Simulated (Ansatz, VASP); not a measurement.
**Two plane-wave programs on Mo4N**

```
CELL_PARAMETERS angstrom
4.31830 0.00000 0.00000
0.00000 4.31830 0.00000
0.00000 0.00000 4.31830
ATOMIC_POSITIONS crystal
Mo 0.50000 0.00000 0.00000
Mo 0.00000 0.50000 0.00000
Mo 0.00000 0.00000 0.50000
Mo 0.50000 0.50000 0.50000
N 0.00000 0.00000 0.00000
```

Change from the starting cell: species swapped into the Co4N type (Pm-3m, No. 221).

Alike in both runs: task single point; functional PBE; k mesh 4 × 4 × 4; occupations gaussian, width 0.1 eV; collinear spin.

|  | VASP | Ansatz |
| --- | --- | --- |
| version | VASP 6.6.1 | Ansatz 0.2.0 |
| potentials or method | VASP PAW PBE potentials, release 64 (Mo_sv, N), cutoff 520 eV | scalar-relativistic, plane waves, PAW |
| valence electrons in the cell | 61 | 61 |

```tsv
	VASP	Ansatz	Ansatz less VASP
gap on the k mesh at the Fermi level (eV)	none	none	-
net moment per atom (μB)	0.00	0.00	0.000
```

A gap of «none» marks a metal or a gap that the smearing closes. With one functional, cell and mesh, what is left measures potentials, basis and numerics. Ansatz's warnings: seeded moment not kept.

The k mesh is coarse, so the values compare programs but aren't converged.
